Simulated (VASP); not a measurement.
The system is InP.

```
In P
1.0
     4.39311    0.00000    0.00000
    -2.19655    3.80454    0.00000
     0.00000    0.00000    5.97350
In P
2 2
Cartesian
  0.0000 2.5364 1.4934
  2.1966 1.2682 4.4801
  2.1966 1.2682 1.4934
  0.0000 2.5364 4.4801
```

Base run:

```yaml
Program: VASP 6.6.1
Functional: PBE
Potentials_or_basis: VASP PAW PBE potentials, release 64 (In_d, P)
Cutoff: 520 eV
k_mesh: 6 × 6 × 4
Occupations: fermi-dirac, width 0.02 eV
Spin: no spin polarisation
```

Its results: band gap on the k mesh zero (band 18 reaches 5.50 eV, above the bottom of band 19 at 4.75 eV); pressure 1.6 GPa.

Task: The run is repeated on the same cell with these changes: functional from PBE to HSE06; k mesh from 6 × 6 × 4 to 6 × 6 × 2. What comes out?

Result: Band gap on the k mesh 0.37 eV, indirect (least direct gap 0.66 eV); pressure -0.3 GPa.

Several settings changed at once, so the effect can't be laid on one alone.

Caveats: some runs use coarse meshes; spin-orbit coupling is left out, which moves the levels of the heavy elements; the PAW data sets were made with another functional, which shifts forces and pressure a little (some runs).

A k mesh can miss the band edges.
